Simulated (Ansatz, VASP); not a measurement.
# TePb4Se3 in VASP and in Ansatz

```
Te Pb Se
1.0
     4.46928    0.00000    0.00000
     0.00000    4.46928    0.00000
     0.00000    0.00000   12.61040
Te Pb Se
1 4 3
Direct
  0.00000 0.00000 0.00000
  0.00000 0.00000 0.74250
  0.50000 0.50000 0.00000
  0.00000 0.00000 0.25750
  0.50000 0.50000 0.50000
  0.50000 0.50000 0.25227
  0.00000 0.00000 0.50000
  0.50000 0.50000 0.74773
```

Alike in both runs: functional PBE; k mesh 8 × 8 × 4; occupations gaussian, width 0.01 eV; no spin polarisation.

Ansatz relaxed the structure, and its values are those at the end. VASP's run is a single point on that final structure, the one shown.

|  | VASP | Ansatz |
| --- | --- | --- |
| version | VASP 6.6.1 | Ansatz 0.2.0 |
| potentials or method | VASP PAW PBE potentials, release 64 (Te, Pb_d, Se), cutoff 520 eV | scalar-relativistic, plane waves, PAW |
| valence electrons in the cell | 80 | 120 |

|  | VASP | Ansatz | Ansatz less VASP |
| --- | --- | --- | --- |
| gap on the k mesh at the Fermi level (eV) | 0.26 | 0.26 | -0.004 |
| least direct gap on the mesh (eV) | 0.26 | 0.26 | -0.004 |
| pressure (GPa) | 0.0 | 0.0 | +0.02 |

The functional is the same, so the differences come from potentials, cutoffs and numerics. VASP's potentials hold 80 valence electrons a cell and Ansatz's 120, so a difference there can come from the potentials and not from the codes.

Spin-orbit coupling is off throughout.
